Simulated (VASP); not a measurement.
Set up this calculation in VASP 6.6.1, as the native input.

```
Task                   : single point
Functional             : PBE
Potentials or basis    : VASP PAW PBE potentials, release 64 (Sr_sv, Ge_d, Pd)
Cutoff                 : 520 eV
k mesh                 : 6 × 6 × 6
Occupations            : gaussian, width 0.1 eV
Spin                   : no spin polarisation
Dipole correction      : no
Further INCAR settings : ALGO = Fast; EDIFF = 1e-07; NBANDS = 35
```

The structure of Sr2GePd2 lies in POSCAR:

```
Sr2GePd2
1.0
   -2.1828742721      2.1828742721      5.7273433873
    2.1828742721     -2.1828742721      5.7273433873
    2.1828742721      2.1828742721     -5.7273433873
Sr Ge Pd
2 1 2
Direct
    0.2500000000      0.7500000000      0.5000000000
    0.7500000000      0.2500000000      0.5000000000
    0.0000000000      0.0000000000      0.0000000000
    0.6260000000      0.6260000000      0.0000000000
    0.3740000000      0.3740000000      0.0000000000
```

One way to write it, as run:

INCAR

```
ALGO     = Fast           # electronic algorithm
EDIFF    = 1E-7           # SCF threshold, eV
ENCUT    = 520            # plane-wave cutoff, eV
GGA      = PE             # functional
ISIF     = 2              # what is computed and relaxed
ISMEAR   = 0              # smearing method
LASPH    = True           # aspherical terms in the spheres
LCHARG   = False          # write CHGCAR
LREAL    = False          # projectors in reciprocal space
LWAVE    = False          # write WAVECAR
NBANDS   = 35             # bands
NELM     = 60             # most SCF steps
PREC     = Accurate       # precision mode
SIGMA    = 0.1            # smearing width, eV
```

KPOINTS

```
k-points
0
Gamma
  6 6 6
```

Potentials or basis: VASP PAW PBE potentials, release 64 (Sr_sv, Ge_d, Pd).

Launch:

```sh
$ cat potpaw_PBE.64/Sr_sv/POTCAR potpaw_PBE.64/Ge_d/POTCAR potpaw_PBE.64/Pd/POTCAR > POTCAR
$ mpirun -np 1 vasp_std > vasp.out
```

It gave:

The pressure is 19.0 GPa. The largest force is 4.276 eV/Å and the band gap on the k mesh is zero (band 27 reaches 6.50 eV, above the bottom of band 28 at 5.19 eV).

Caveat: forces of over 1 eV/Å act on the atoms, so gaps and moduli don't describe the material at rest.

Wall time 27 min on 1 thread of AMD EPYC 7R43 64-Core Processor (Zen 3), with other jobs on the host, peak memory 0.37 GiB.
